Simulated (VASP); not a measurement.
# MoW2C4 (P4mm) in VASP: single point with PBE

Aim: the single point of MoW2C4 with PBE.

Program: VASP 6.6.1. These are calculated values, not measurements. Logs are shortened: lines on timing, memory, paths and dates and some standing lists are left out, and cuts for length are marked.

## (1) The cell of the first run

The structure is tetragonal, space group P4mm (No. 99). Conventional cell: a = 3.984 Å, b = 3.984 Å, c = 5.519 Å, α = 90.00°, β = 90.00°, γ = 90.00°. Mo (site symmetry 4mm) has 4 C at 2.20 Å and 4 W at 2.79 Å within 2.9 Å. W (site symmetry 2mm) has 4 C at 2.19 Å and 2 Mo at 2.79 Å and 4 W at 2.82 Å within 2.9 Å. C (site symmetry m) has 2 C at 1.54 Å within 2.1 Å.

The cell was built from a structure type or drawn by symmetry, and may not be a known phase.

## (2) Single point, PBE

Input file INCAR:

```
SYSTEM = MoW2C4
PREC = Accurate
ENCUT = 600
EDIFF = 1E-6
ISMEAR = 0
SIGMA = 0.2
LREAL = .FALSE.
LASPH = .TRUE.
NELM = 120
ALGO = Normal
ISIF = 2
LWAVE = .FALSE.
LCHARG = .TRUE.
GGA = PE
LELF = .TRUE.
LVHAR = .TRUE.
NBANDS = 38
GGA_COMPAT = .FALSE.
```

Input file KPOINTS:

```
Automatic mesh
0
G
  4 4 3
  0 0 0
```

Input file POSCAR:

```
MoW2C4
1.0
    3.9839296995      0.0000000000      0.0000000000
    0.0000000000      3.9839296995      0.0000000000
    0.0000000000      0.0000000000      5.5192758215
Mo W C
1 2 4
Direct
    0.0000000000      0.0000000000      0.1442195141
    0.5000000000      0.0000000000      0.4980574287
    0.0000000000      0.5000000000      0.4980574287
    0.8061792322      0.8061792322      0.7972522846
    0.1938207678      0.1938207678      0.7972522846
    0.1938207678      0.8061792322      0.7972522846
    0.8061792322      0.1938207678      0.7972522846
```

Potentials or basis: VASP PAW PBE potentials, release 64 (Mo_sv, W_sv, C).

Command:

```bash
cat potpaw_PBE.64/Mo_sv/POTCAR potpaw_PBE.64/W_sv/POTCAR potpaw_PBE.64/C/POTCAR > POTCAR
mpirun -np 1 vasp_std > vasp.out
```

OUTCAR:

```text
SYSTEM = MoW2C4
   PREC = Accurate
   ENCUT = 600
   EDIFF = 1E-6
   ISMEAR = 0
   LREAL = .FALSE.
   LASPH = .TRUE.
   NELM = 120
   ISIF = 2
   GGA = PE

 ion  position               nearest neighbor table
   1  0.000  0.000  0.144-   4 2.20   5 2.20   6 2.20   7 2.20   2 2.79   3 2.79   3 2.79   2 2.79

   2  0.500  0.000  0.498-   4 2.19   5 2.19   6 2.19   7 2.19   1 2.79   1 2.79   3 2.82   3 2.82
                             3 2.82   3 2.82
   3  0.000  0.500  0.498-   4 2.19   5 2.19   6 2.19   7 2.19   1 2.79   1 2.79   2 2.82   2 2.82
                             2 2.82   2 2.82
   4  0.806  0.806  0.797-   6 1.54   7 1.54   2 2.19   3 2.19   1 2.20
   5  0.194  0.194  0.797-   6 1.54   7 1.54   2 2.19   3 2.19   1 2.20
   6  0.194  0.806  0.797-   4 1.54   5 1.54   2 2.19   3 2.19   1 2.20
   7  0.806  0.194  0.797-   4 1.54   5 1.54   2 2.19   3 2.19   1 2.20

  LATTYP: Found a simple tetragonal cell.
 ALAT       =     3.9839296995
 C/A-ratio  =     1.3853848431

  Lattice vectors:

 A1 = (   3.9839296995,   0.0000000000,   0.0000000000)
 A2 = (   0.0000000000,   3.9839296995,   0.0000000000)
 A3 = (   0.0000000000,   0.0000000000,   5.5192758215)

Analysis of symmetry for initial positions (statically):
=====================================================================
 Subroutine PRICEL returns:
 Original cell was already a primitive cell.

 Routine SETGRP: Setting up the symmetry group for a
 simple tetragonal supercell.

 Subroutine GETGRP returns: Found  8 space group operations
 (whereof  8 operations were pure point group operations)
 out of a pool of 16 trial point group operations.

The static configuration has the point symmetry C_4v.

Analysis of symmetry for dynamics (positions and initial velocities):
=====================================================================
 Subroutine PRICEL returns:
 Original cell was already a primitive cell.

 Routine SETGRP: Setting up the symmetry group for a
 simple tetragonal supercell.

 Subroutine GETGRP returns: Found  8 space group operations
 (whereof  8 operations were pure point group operations)
 out of a pool of 16 trial point group operations.

The dynamic configuration has the point symmetry C_4v.

 Subroutine INISYM returns: Found  8 space group operations
 (whereof  8 operations are pure point group operations),
 and found     1 'primitive' translations

----------------------------------------------------------------------------------------

                                     Primitive cell

  volume of cell :      87.6003

  direct lattice vectors                    reciprocal lattice vectors
     3.983929699  0.000000000  0.000000000     0.251008445  0.000000000  0.000000000
     0.000000000  3.983929699  0.000000000     0.000000000  0.251008445  0.000000000
     0.000000000  0.000000000  5.519275821     0.000000000  0.000000000  0.181183190

  length of vectors
     3.983929699  3.983929699  5.519275821     0.251008445  0.251008445  0.181183190

  position of ions in fractional coordinates (direct lattice)
     0.000000000  0.000000000  0.144219514
     0.500000000  0.000000000  0.498057429
     0.000000000  0.500000000  0.498057429
     0.806179232  0.806179232  0.797252285
     0.193820768  0.193820768  0.797252285
     0.193820768  0.806179232  0.797252285
     0.806179232  0.193820768  0.797252285

  ion indices of the primitive-cell ions
   primitive index   ion index
                 1           1
                 2           2
                 3           3
                 4           4
                 5           5
                 6           6
                 7           7

----------------------------------------------------------------------------------------

 KPOINTS: Automatic mesh

Automatic generation of k-mesh.
 Grid dimensions read from file:
 generate k-points for:    4    4    3

 Generating k-lattice:

  Cartesian coordinates                     Fractional coordinates (reciprocal lattice)
     0.062752111  0.000000000  0.000000000     0.250000000  0.000000000  0.000000000
     0.000000000  0.062752111  0.000000000     0.000000000  0.250000000  0.000000000
     0.000000000  0.000000000  0.060394397     0.000000000  0.000000000  0.333333333

  Length of vectors
     0.062752111  0.062752111  0.060394397

  Shift w.r.t. Gamma in fractional coordinates (k-lattice)
     0.000000000  0.000000000  0.000000000

 Subroutine IBZKPT returns following result:
 ===========================================

 Found     12 irreducible k-points:

 Following reciprocal coordinates:
            Coordinates               Weight
  0.000000  0.000000  0.000000      1.000000
  0.250000  0.000000  0.000000      4.000000
  0.500000  0.000000  0.000000      2.000000
  0.250000  0.250000  0.000000      4.000000
  0.500000  0.250000  0.000000      4.000000
  0.500000  0.500000  0.000000      1.000000
  0.000000  0.000000  0.333333      2.000000
  0.250000  0.000000  0.333333      8.000000
  0.500000  0.000000  0.333333      4.000000
  0.250000  0.250000  0.333333      8.000000
  0.500000  0.250000  0.333333      8.000000
  0.500000  0.500000  0.333333      2.000000
   k-points           NKPTS =     12   k-points in BZ     NKDIM =     12   number of bands    NBANDS=     38
   number of dos      NEDOS =    301   number of ions     NIONS =      7
   total plane-waves  NPLWV =  49152
   dimension x,y,z NGX =    32 NGY =   32 NGZ =   48
   dimension x,y,z NGXF=    64 NGYF=   64 NGZF=   96
   ions per type =               1   2   4
   NGX,Y,Z   is equivalent  to a cutoff of  13.35, 13.35, 14.46 a.u.
   NGXF,Y,Z  is equivalent  to a cutoff of  26.71, 26.71, 28.92 a.u.
 SYSTEM =  MoW2C4
   PREC   = accura    normal or accurate (medium, high low for compatibility)
   ISTART =      0    job   : 0-new  1-cont  2-samecut
   ICHARG =      2    charge: 1-file 2-atom 10-const
   ISPIN  =      1    spin polarized calculation?
   LNONCOLLINEAR =      F non collinear calculations
   LSORBIT =      F    spin-orbit coupling
   LASPH  =      T    aspherical Exc in radial PAW
   ENCUT  =  600.0 eV  44.10 Ry    6.64 a.u.   7.96  7.96 11.02*2*pi/ulx,y,z
   NELM   =    120;   NELMIN=  2; NELMDL= -5     # of ELM steps
   EDIFF  = 0.1E-05   stopping-criterion for ELM
   LREAL  =      F    real-space projection
   EDIFFG = 0.1E-04   stopping-criterion for IOM
   NSW    =      0    number of steps for IOM
   IBRION =     -1    ionic relax: 0-MD 1-quasi-New 2-CG
   NFREE  =      0    steps in history (QN), initial steepest desc. (CG)
   ISIF   =      2    stress and relaxation
   ISYM   =      2    0-nonsym 1-usesym 2-fastsym
   POTIM  = 0.5000    time-step for ionic-motion
   TEBEG  =    0.0;   TEEND  =   0.0 temperature during run
   PSTRESS=    0.0 pullay stress
   NELECT =      58.0000    total number of electrons
   NUPDOWN=      -1.0000    fix difference up-down
   EMIN   =  10.00;   EMAX   =-10.00  energy-range for DOS
   EFERMI =   0.00;   METHOD = LEGACY
   ISMEAR =     0;   SIGMA  =   0.20  broadening in eV -4-tet -1-fermi 0-gaus
   EFERMI_NEDOS =   21; number of points for ismear=-14 and -15
   IALGO  =     38    algorithm
   IMIX   =      4    mixing-type and parameters
     AMIX     =   0.40;   BMIX     =  1.00
     AMIX_MAG =   1.60;   BMIX_MAG =  1.00
  volume/ion in A,a.u.               =      12.51        84.45
  Fermi-wavevector in a.u.,A,eV,Ry     =   1.426863  2.696381 27.700628  2.035939
  Thomas-Fermi vector in A             =   2.547095
   LORBIT       =      0    0 simple, 1 ext, 2 COOP (PROOUT), +10 PAW based schemes
   GGA     = PE    functional components
   LHFCALC =     F    Hartree Fock is set to
   AEXX    =    0.0000 exact exchange contribution
   IVDW    =     0    specifies the selected vdW correction
   LEPSILON=     F    determine dielectric tensor
   LRPA    =     F    only Hartree local field effects (RPA)
 non-spin polarized calculation
 Gauss-broadening in eV      SIGMA  =   0.20
  energy-cutoff  :      600.00
  volume of cell :       87.60
 maximum number of plane-waves:      2952
 NGX is ok and might be reduce to    32
   NGX = 15   NGY = 15   NGZ = 23

 number of electron      57.9999997 magnetization

 Free energy of the ion-electron system (eV)
  ---------------------------------------------------
  ext. energy  EPLUGINS =         0.00000000
  ---------------------------------------------------
  free energy    TOTEN  =       -63.03093689 eV

  energy without entropy =      -62.95430439  energy(sigma->0) =      -62.99262064

 E-fermi :   7.7403     XC(G=0): -11.9956

 val. band max:        7.7138640928   @ k =   0.5000   0.2500   0.3333
 cond. band min:       7.8252145555   @ k =   0.2500   0.2500   0.0000
 fundamental gap:      0.1113504627
 Fermi energy:         7.7403103470

 k-point     1 :       0.0000    0.0000    0.0000
  band No.  band energies     occupation
      1     -66.4597      2.00000
      2     -66.3758      2.00000
      3     -53.1117      2.00000
      4     -30.9764      2.00000
      5     -30.9764      2.00000
      6     -30.7850      2.00000
[... 30 lines left out ...]
     37      12.9781      0.00000
     38      13.7230      0.00000

 k-point     2 :       0.2500    0.0000    0.0000
  band No.  band energies     occupation
      1     -66.4473      2.00000
      2     -66.3880      2.00000
      3     -53.1115      2.00000
      4     -30.8985      2.00000
      5     -30.8894      2.00000
      6     -30.7567      2.00000
[... 30 lines left out ...]
     37      11.0727      0.00000
     38      12.5483      0.00000

 k-point     3 :       0.5000    0.0000    0.0000
  band No.  band energies     occupation
      1     -66.4176      2.00000
      2     -66.4176      2.00000
      3     -53.1113      2.00000
      4     -30.7280      2.00000
      5     -30.7027      2.00000
      6     -30.6918      2.00000
[... 30 lines left out ...]
     37      11.2689      0.00000
[... 289 lines left out ...]
 k-point    11 :       0.5000    0.2500    0.3333
  band No.  band energies     occupation
      1     -66.4175      2.00000
      2     -66.4174      2.00000
      3     -53.1111      2.00000
      4     -30.9997      2.00000
      5     -30.9095      2.00000
      6     -30.6878      2.00000
[... 30 lines left out ...]
     37      11.6492      0.00000
     38      12.7526      0.00000

 k-point    12 :       0.5000    0.5000    0.3333
  band No.  band energies     occupation
      1     -66.4173      2.00000
      2     -66.4173      2.00000
      3     -53.1108      2.00000
      4     -31.1172      2.00000
      5     -31.0175      2.00000
      6     -30.6871      2.00000
[... 30 lines left out ...]
     37      11.5159      0.00000
     38      12.9382      0.00000

------------------------ aborting loop because EDIFF is reached ----------------------------------------

  FORCE on cell =-STRESS in cart. coord.  units (eV):
  Direction    XX          YY          ZZ          XY          YZ          ZX
  --------------------------------------------------------------------------------------
  -------------------------------------------------------------------------------------
  Total        0.1331826      0.1331826      0.2370643      0.0000000     -0.0000000      0.0000000
  in kB        2.4358611      2.4358611      4.3358214      0.0000000     -0.0000000      0.0000000
  external PRESSURE =       3.0691812 kB  Pullay stress =       0.0000000 kB

 VOLUME and BASIS-vectors are now :
 -----------------------------------------------------------------------------
  energy-cutoff  :      600.00
  volume of cell :       87.60
      direct lattice vectors                 reciprocal lattice vectors
     3.983929699  0.000000000  0.000000000     0.251008445  0.000000000  0.000000000
     0.000000000  3.983929699  0.000000000     0.000000000  0.251008445  0.000000000
     0.000000000  0.000000000  5.519275821     0.000000000  0.000000000  0.181183190

 POSITION                                       TOTAL-FORCE (eV/Angst)
 -----------------------------------------------------------------------------------
      0.00000      0.00000      0.79599        -0.000000      0.000000      0.024226
      1.99196      0.00000      2.74892        -0.000000      0.000000     -0.063361
      0.00000      1.99196      2.74892        -0.000000      0.000000     -0.063361
      3.21176      3.21176      4.40026        -0.035473     -0.035473      0.025624
      0.77217      0.77217      4.40026         0.035473      0.035473      0.025624
      0.77217      3.21176      4.40026         0.035473     -0.035473      0.025624
      3.21176      0.77217      4.40026        -0.035473      0.035473      0.025624
 -----------------------------------------------------------------------------------
    total drift:                                0.000000      0.000000      0.000274

  FREE ENERGIE OF THE ION-ELECTRON SYSTEM (eV)
  ---------------------------------------------------
  free  energy   TOTEN  =       -63.0309368873 eV

  energy  without entropy=      -62.9543043861  energy(sigma->0) =      -62.99262064
```

Run time: 33 s. Hardware: 1 thread of Intel Xeon Platinum 8559C (Emerald Rapids), shared host; peak memory 0.23 GiB.

Results:

* Free energy: -63.0309 eV
* Pressure: 0.3 GPa
* Largest force: 0.063 eV/Å
* Band gap on the k mesh: zero (bands 29 and 30 overlap by 1.18 eV)

Forces in eV/Å, atoms in the order of the input:
```
Mo   0.000  0.000  0.024
W    0.000  0.000 -0.063
W    0.000  0.000 -0.063
C   -0.035 -0.035  0.026
C    0.035  0.035  0.026
C    0.035 -0.035  0.026
C   -0.035  0.035  0.026
```

Levels at points of the mesh, in eV from the Fermi level:
| k point | band 26 | band 27 | band 28 | band 29 | band 30 | band 31 | band 32 | band 33 |
| --- | --- | --- | --- | --- | --- | --- | --- | --- |
| (0.00, 0.00, 0.00) | -1.78 | -0.96 | -0.96 | -0.78 | -0.46 | 0.73 | 1.52 | 2.70 |
| (0.50, 0.00, 0.00) | -1.15 | -1.00 | -0.93 | -0.70 | 0.30 | 0.30 | 0.43 | 1.00 |
| (0.50, 0.50, 0.00) | -0.94 | -0.72 | 0.10 | 0.72 | 0.72 | 1.01 | 1.21 | 1.39 |

Caveat: the k points lie up to 0.39 Å⁻¹ apart, too coarse for converged energies and pressures of a metal; spin-orbit coupling is left out, which moves the levels of the heavy elements.
